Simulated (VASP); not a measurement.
# Na (Im-3m) in VASP: a series of runs

The runs below take Na through single point, relaxation of cell and atoms, with PBEsol.

Everything below comes from runs of VASP 6.6.1. Logs are shortened: lines on timing, memory, paths and dates and some standing lists are left out, and cuts for length are marked.

### 1 The cell of the first run

The structure is cubic, space group Im-3m (No. 229). The conventional cell has a = 4.170 Å, b = 4.170 Å, c = 4.170 Å, α = 90.00°, β = 90.00°, γ = 90.00°. Within 4.7 Å of Na (site symmetry m-3m) lie 14 Na at 3.61 to 4.17 Å.

### 2 Single point, PBEsol

File INCAR:

```
PREC = Accurate
ENCUT = 520
EDIFF = 1E-6
ISMEAR = 1
SIGMA = 0.05
LREAL = False
LASPH = True
NELM = 80
ALGO = Normal
ISIF = 2
LWAVE = False
LCHARG = False
GGA = PS
NBANDS = 10
```

File KPOINTS:

```
Automatic mesh
0
Gamma
  13 13 13
```

File POSCAR:

```
Na
1.0
   -2.0850376039      2.0850376039      2.0850376039
    2.0850376039     -2.0850376039      2.0850376039
    2.0850376039      2.0850376039     -2.0850376039
Na
1
Direct
    0.0000000000      0.0000000000      0.0000000000
```

Potentials or basis: VASP PAW PBE potentials, release 64 (Na_pv).

Run with:

```sh
$ cat potpaw_PBE.64/Na_pv/POTCAR > POTCAR
$ mpirun -np 1 vasp_std > vasp.out
```

OUTCAR:

```text
PREC = Accurate
   ENCUT = 520
   EDIFF = 1E-6
   ISMEAR = 1
   LREAL = False
   LASPH = True
   NELM = 80
   ISIF = 2
   GGA = PS

 ion  position               nearest neighbor table
   1  0.000  0.000  0.000-

  LATTYP: Found a body centered cubic cell.
 ALAT       =     4.1700752078

  Lattice vectors:

 A1 = (  -2.0850376039,   2.0850376039,   2.0850376039)
 A2 = (   2.0850376039,  -2.0850376039,   2.0850376039)
 A3 = (   2.0850376039,   2.0850376039,  -2.0850376039)

Analysis of symmetry for initial positions (statically):
=====================================================================
 Subroutine PRICEL returns:
 Original cell was already a primitive cell.

 Routine SETGRP: Setting up the symmetry group for a
 body centered cubic supercell.

 Subroutine GETGRP returns: Found 48 space group operations
 (whereof 48 operations were pure point group operations)
 out of a pool of 48 trial point group operations.

The static configuration has the point symmetry O_h .

Analysis of symmetry for dynamics (positions and initial velocities):
=====================================================================
 Subroutine PRICEL returns:
 Original cell was already a primitive cell.

 Routine SETGRP: Setting up the symmetry group for a
 body centered cubic supercell.

 Subroutine GETGRP returns: Found 48 space group operations
 (whereof 48 operations were pure point group operations)
 out of a pool of 48 trial point group operations.

The dynamic configuration has the point symmetry O_h .

 Subroutine INISYM returns: Found 48 space group operations
 (whereof 48 operations are pure point group operations),
 and found     1 'primitive' translations

----------------------------------------------------------------------------------------

                                     Primitive cell

  volume of cell :      36.2578

  direct lattice vectors                    reciprocal lattice vectors
    -2.085037604  2.085037604  2.085037604     0.000000000  0.239803829  0.239803829
     2.085037604 -2.085037604  2.085037604     0.239803829  0.000000000  0.239803829
     2.085037604  2.085037604 -2.085037604     0.239803829  0.239803829  0.000000000

  length of vectors
     3.611391066  3.611391066  3.611391066     0.339133827  0.339133827  0.339133827

  position of ions in fractional coordinates (direct lattice)
     0.000000000  0.000000000  0.000000000

  ion indices of the primitive-cell ions
   primitive index   ion index
                 1           1

----------------------------------------------------------------------------------------

 KPOINTS: Automatic mesh

Automatic generation of k-mesh.
 Grid dimensions read from file:
 generate k-points for:   13   13   13

 Generating k-lattice:

  Cartesian coordinates                     Fractional coordinates (reciprocal lattice)
     0.000000000  0.018446448  0.018446448     0.076923077  0.000000000  0.000000000
     0.018446448  0.000000000  0.018446448     0.000000000  0.076923077  0.000000000
     0.018446448  0.018446448  0.000000000     0.000000000  0.000000000  0.076923077

  Length of vectors
     0.026087217  0.026087217  0.026087217

  Shift w.r.t. Gamma in fractional coordinates (k-lattice)
     0.000000000  0.000000000  0.000000000

 Subroutine IBZKPT returns following result:
 ===========================================

 Found     84 irreducible k-points:

 Following reciprocal coordinates:
            Coordinates               Weight
  0.000000  0.000000  0.000000      1.000000
  0.076923  0.000000  0.000000     12.000000
  0.153846  0.000000  0.000000     12.000000
  0.230769  0.000000  0.000000     12.000000
  0.307692  0.000000  0.000000     12.000000
  0.384615  0.000000  0.000000     12.000000
[... 16 lines left out ...]
  0.153846  0.076923  0.076923     24.000000
  0.230769  0.076923  0.076923     24.000000
 [... further k-points ...]
   k-points           NKPTS =     84   k-points in BZ     NKDIM =     84   number of bands    NBANDS=     10
   number of dos      NEDOS =    301   number of ions     NIONS =      1
   total plane-waves  NPLWV =  21952
   dimension x,y,z NGX =    28 NGY =   28 NGZ =   28
   dimension x,y,z NGXF=    56 NGYF=   56 NGZF=   56
   ions per type =               1
   NGX,Y,Z   is equivalent  to a cutoff of  12.89, 12.89, 12.89 a.u.
   NGXF,Y,Z  is equivalent  to a cutoff of  25.78, 25.78, 25.78 a.u.
 SYSTEM =  unknown system
   PREC   = accura    normal or accurate (medium, high low for compatibility)
   ISTART =      0    job   : 0-new  1-cont  2-samecut
   ICHARG =      2    charge: 1-file 2-atom 10-const
   ISPIN  =      1    spin polarized calculation?
   LNONCOLLINEAR =      F non collinear calculations
   LSORBIT =      F    spin-orbit coupling
   LASPH  =      T    aspherical Exc in radial PAW
   ENCUT  =  520.0 eV  38.22 Ry    6.18 a.u.   6.71  6.71  6.71*2*pi/ulx,y,z
   NELM   =     80;   NELMIN=  2; NELMDL= -5     # of ELM steps
   EDIFF  = 0.1E-05   stopping-criterion for ELM
   LREAL  =      F    real-space projection
   EDIFFG = 0.1E-04   stopping-criterion for IOM
   NSW    =      0    number of steps for IOM
   IBRION =     -1    ionic relax: 0-MD 1-quasi-New 2-CG
   NFREE  =      0    steps in history (QN), initial steepest desc. (CG)
   ISIF   =      2    stress and relaxation
   ISYM   =      2    0-nonsym 1-usesym 2-fastsym
   POTIM  = 0.5000    time-step for ionic-motion
   TEBEG  =    0.0;   TEEND  =   0.0 temperature during run
   PSTRESS=    0.0 pullay stress
   NELECT =       7.0000    total number of electrons
   NUPDOWN=      -1.0000    fix difference up-down
   EMIN   =  10.00;   EMAX   =-10.00  energy-range for DOS
   EFERMI =   0.00;   METHOD = LEGACY
   ISMEAR =     1;   SIGMA  =   0.05  broadening in eV -4-tet -1-fermi 0-gaus
   EFERMI_NEDOS =   21; number of points for ismear=-14 and -15
   IALGO  =     38    algorithm
   IMIX   =      4    mixing-type and parameters
     AMIX     =   0.40;   BMIX     =  1.00
     AMIX_MAG =   1.60;   BMIX_MAG =  1.00
  volume/ion in A,a.u.               =      36.26       244.68
  Fermi-wavevector in a.u.,A,eV,Ry     =   0.946180  1.788020 12.180697  0.895256
  Thomas-Fermi vector in A             =   2.074153
   LORBIT       =      0    0 simple, 1 ext, 2 COOP (PROOUT), +10 PAW based schemes
   GGA     = PS    functional components
   LHFCALC =     F    Hartree Fock is set to
   AEXX    =    0.0000 exact exchange contribution
   IVDW    =     0    specifies the selected vdW correction
   LEPSILON=     F    determine dielectric tensor
   LRPA    =     F    only Hartree local field effects (RPA)
 non-spin polarized calculation
 Methfessel and Paxton  Order N= 1 SIGMA  =   0.05
  energy-cutoff  :      520.00
  volume of cell :       36.26
 maximum number of plane-waves:       989
   NGX = 13   NGY = 13   NGZ = 13

 number of electron       6.9999995 magnetization

 Free energy of the ion-electron system (eV)
  ---------------------------------------------------
  ext. energy  EPLUGINS =         0.00000000
  ---------------------------------------------------
  free energy    TOTEN  =        -1.39775879 eV

  energy without entropy =       -1.39721134  energy(sigma->0) =       -1.39757630

 E-fermi :   0.4165     XC(G=0):  -6.5600

 val. band max:        0.3274663674   @ k =  -0.3077   0.3077   0.3077
 cond. band min:       0.4215054586   @ k =  -0.3846   0.4615   0.0769
 fundamental gap:      0.0940390912
 Fermi energy:         0.4164619021

 k-point     1 :       0.0000    0.0000    0.0000
  band No.  band energies     occupation
      1     -24.3988      2.00000
      2     -24.3988      2.00000
      3     -24.3988      2.00000
      4      -2.9559      2.00000
      5      12.2457      0.00000
      6      12.2457      0.00000
      7      12.2457      0.00000
      8      13.2638      0.00000
      9      13.2638      0.00000
     10      13.8153      0.00000

 k-point     2 :       0.0769    0.0000    0.0000
  band No.  band energies     occupation
      1     -24.4010      2.00000
      2     -24.3995      2.00000
      3     -24.3988      2.00000
      4      -2.8499      2.00000
      5      10.8991      0.00000
      6      11.5891      0.00000
      7      11.8592      0.00000
      8      12.4622      0.00000
      9      12.7180      0.00000
     10      14.2264      0.00000

 k-point     3 :       0.1538    0.0000    0.0000
  band No.  band energies     occupation
      1     -24.4073      2.00000
      2     -24.4016      2.00000
      3     -24.3988      2.00000
      4      -2.5335      2.00000
      5       8.8611      0.00000
      6      10.6670      0.00000
      7      11.2031      0.00000
      8      11.5758      0.00000
      9      12.3993      0.00000
     10      14.3468      0.00000

 k-point     4 :       0.2308    0.0000    0.0000
  band No.  band energies     occupation
      1     -24.4161      2.00000
      2     -24.4046      2.00000
      3     -24.3987      2.00000
      4      -2.0106      2.00000
      5       6.9231      0.00000
      6       9.8846      0.00000
      7      10.6131      0.00000
      8      10.8570      0.00000
      9      11.9411      0.00000
     10      14.7556      0.00000
[... 222 lines left out ...]
 k-point    22 :       0.0769    0.0769    0.0769
  band No.  band energies     occupation
      1     -24.4117      2.00000
      2     -24.4004      2.00000
      3     -24.4004      2.00000
      4      -2.3237      2.00000
      5       8.7799      0.00000
      6       8.7799      0.00000
      7       9.9918      0.00000
      8      13.3719      0.00000
      9      13.3719      0.00000
     10      14.4293      0.00000

 k-point    23 :       0.1538    0.0769    0.0769
  band No.  band energies     occupation
      1     -24.4192      2.00000
      2     -24.4034      2.00000
      3     -24.4005      2.00000
      4      -1.8030      2.00000
      5       7.0200      0.00000
      6       8.0098      0.00000
      7       9.1677      0.00000
      8      13.0746      0.00000
      9      13.4675      0.00000
     10      14.9955      0.00000

 k-point    24 :       0.2308    0.0769    0.0769
  band No.  band energies     occupation
      1     -24.4264      2.00000
      2     -24.4073      2.00000
      3     -24.4007      2.00000
      4      -1.0830      2.00000
      5       5.2889      0.00000
      6       7.4317      0.00000
      7       8.5932      0.00000
      8      12.5597      0.00000
      9      13.2553      0.00000
     10      15.5345      0.00000

 [... further k-points ...]

------------------------ aborting loop because EDIFF is reached ----------------------------------------

  FORCE on cell =-STRESS in cart. coord.  units (eV):
  Direction    XX          YY          ZZ          XY          YZ          ZX
  --------------------------------------------------------------------------------------
  -------------------------------------------------------------------------------------
  Total       -0.0036715     -0.0036715     -0.0036715     -0.0000000     -0.0000000     -0.0000000
  in kB       -0.1622370     -0.1622370     -0.1622370     -0.0000000     -0.0000000     -0.0000000
  external PRESSURE =      -0.1622370 kB  Pullay stress =       0.0000000 kB

 VOLUME and BASIS-vectors are now :
 -----------------------------------------------------------------------------
  energy-cutoff  :      520.00
  volume of cell :       36.26
      direct lattice vectors                 reciprocal lattice vectors
    -2.085037604  2.085037604  2.085037604     0.000000000  0.239803829  0.239803829
     2.085037604 -2.085037604  2.085037604     0.239803829  0.000000000  0.239803829
     2.085037604  2.085037604 -2.085037604     0.239803829  0.239803829  0.000000000

 POSITION                                       TOTAL-FORCE (eV/Angst)
 -----------------------------------------------------------------------------------
      0.00000      0.00000      0.00000         0.000000     -0.000000     -0.000000
 -----------------------------------------------------------------------------------
    total drift:                               -0.000000     -0.000000     -0.000000

  FREE ENERGIE OF THE ION-ELECTRON SYSTEM (eV)
  ---------------------------------------------------
  free  energy   TOTEN  =        -1.3977587880 eV

  energy  without entropy=       -1.3972113384  energy(sigma->0) =       -1.39757630
```

Run time: 7.9 s. Hardware: 1 thread of Intel Xeon Platinum 8559C (Emerald Rapids), shared host; peak memory 0.15 GiB.

Results:

| Quantity | Value |
| --- | --- |
| Free energy | -1.3978 eV |
| Pressure | 0.0 GPa |

Levels at points of the mesh, in eV from the Fermi level:
```csv
k point,band 1,band 2,band 3,band 4,band 5,band 6,band 7
"(0.00, 0.00, 0.00)",-24.82,-24.82,-24.82,-3.37,11.83,11.83,11.83
```

Caveat: the PAW data sets were made with another functional, which shifts forces and pressure a little.

### 3 Relaxation of cell and atoms, PBEsol

This run uses another cell than the first one, of 39.26 Å³/atom, 1.083 times its volume.

File INCAR:

```
PREC = Accurate ; ENCUT = 600
EDIFF = 1E-6 ; ISMEAR = 1
SIGMA = 0.05 ; LREAL = F
LASPH = T ; NELM = 60
ALGO = Normal ; ISIF = 3
LWAVE = F ; LCHARG = F
GGA = PS ; IBRION = 2
NSW = 80 ; EDIFFG = -0.02
```

File KPOINTS:

```
regular mesh
0
Gamma
  13 13 13
```

File POSCAR:

```
Na
1.0
   -2.1410000000      2.1410000000      2.1410000000
    2.1410000000     -2.1410000000      2.1410000000
    2.1410000000      2.1410000000     -2.1410000000
Na
1
Direct
    0.0000000000      0.0000000000      0.0000000000
```

Potentials or basis: VASP PAW PBE potentials, release 64 (Na_pv).

Run with:

```sh
$ cat potpaw_PBE.64/Na_pv/POTCAR > POTCAR
$ mpirun -np 1 vasp_std > vasp.out
```

It took 20 s on 1 thread of Intel Xeon Platinum 8559C (Emerald Rapids), shared host; peak memory 0.16 GiB.

Results (log left out):

```yaml
Free_energy: -1.3981 eV
Relaxed_volume: 36.25 Å³/atom
Relaxed_cell: a = 3.611 Å, b = 3.611 Å, c = 3.611 Å, α = 109.47°, β = 109.47°, γ = 109.47°
Space_group_after_relaxing_to_0.05_Å: Im-3m (No. 229)
Energy_gained_by_relaxing: 5.5 meV/atom
Ionic_steps: 3
Pressure_after_relaxing: 0.0 GPa
```

Step by step:
```tsv
step	energy change (eV)	largest force (eV/Å)	pressure (GPa)	volume (Å³)
1	0.0000	0.0000	-0.55	39.26
2	-0.0023	0.0000	-0.44	38.49
3	-0.0055	0.0000	-0.02	36.25
```

Final structure:
```cif
data_structure
_symmetry_space_group_name_H-M 'P 1'
_symmetry_Int_Tables_number 1
_cell_length_a 3.6111
_cell_length_b 3.6111
_cell_length_c 3.6111
_cell_angle_alpha 109.471
_cell_angle_beta 109.471
_cell_angle_gamma 109.471
_cell_volume 36.25
loop_
_atom_site_label
_atom_site_type_symbol
_atom_site_fract_x
_atom_site_fract_y
_atom_site_fract_z
_atom_site_occupancy
Na1 Na 0.00000 0.00000 0.00000 1
```

Levels at points of the mesh, in eV from the Fermi level:
| k point | band 1 | band 2 | band 3 | band 4 | band 5 | band 6 | band 7 |
| --- | --- | --- | --- | --- | --- | --- | --- |
| (0.00, 0.00, 0.00) | -24.82 | -24.82 | -24.82 | -3.37 | 11.83 | 11.83 | 11.83 |

Caveat: the PAW data sets were made with another functional, which shifts forces and pressure a little.
